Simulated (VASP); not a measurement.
Set up this calculation in VASP 6.6.1, as the native input.

```yaml
Task: single point
Functional: PBEsol
Potentials_or_basis: VASP PAW PBE potentials, release 64 (Si, O)
Cutoff: 520 eV
k_mesh: 6 × 6 × 6
Occupations: fermi-dirac, width 0.05 eV
Spin: no spin polarisation
Dipole_correction: no
Further_INCAR_settings: ALGO = Normal; EDIFF = 1e-06; NBANDS = 44
```

The structure of SiO2 lies in POSCAR:

```
SiO2
1.0
   -4.4857498558      4.4857498558      2.6253996546
    4.4857498558     -4.4857498558      2.6253996546
    4.4857498558      4.4857498558     -2.6253996546
Si O
4 8
Direct
    0.8230866631      0.8230866631      0.6461733262
    0.1769133369      0.8230866631      0.0000000000
    0.8230866631      0.1769133369      0.0000000000
    0.1769133369      0.1769133369      0.3538266738
    0.0000000000      0.7905758368      0.7905758368
    0.2094241632      0.0000000000      0.2094241632
    0.7905758368      0.0000000000      0.7905758368
    0.0000000000      0.2094241632      0.2094241632
    0.0000000000      0.0000000000      0.5000000000
    0.5000000000      0.0000000000      0.0000000000
    0.0000000000      0.5000000000      0.0000000000
    0.5000000000      0.5000000000      0.5000000000
```

The input as run:

INCAR

```
SYSTEM = SiO2
PREC = Accurate ; ENCUT = 520
EDIFF = 1E-6 ; ISMEAR = -1
SIGMA = 0.05 ; LREAL = .False.
LASPH = .True. ; NELM = 60
ALGO = Normal ; ISIF = 2
LWAVE = .False. ; LCHARG = .False.
GGA = PS ; NBANDS = 44
```

KPOINTS

```
Automatic mesh
0
Gamma
  6 6 6
  0 0 0
```

Potentials or basis: VASP PAW PBE potentials, release 64 (Si, O).

Launch:

```console
$ cat potpaw_PBE.64/Si/POTCAR potpaw_PBE.64/O/POTCAR > POTCAR
$ mpirun -np 1 vasp_std > vasp.out
```

It gave:

```json
{
  "Pressure": "0.4 GPa",
  "Largest force": "0.026 eV/Å",
  "Band gap on the k mesh": "5.47 eV"
}
```

Caveat: the PAW data sets were made with another functional, which shifts forces and pressure a little.

Wall time 9.4 min on 1 thread of Intel Xeon 8259CL, on a shared host, peak memory 0.51 GiB.
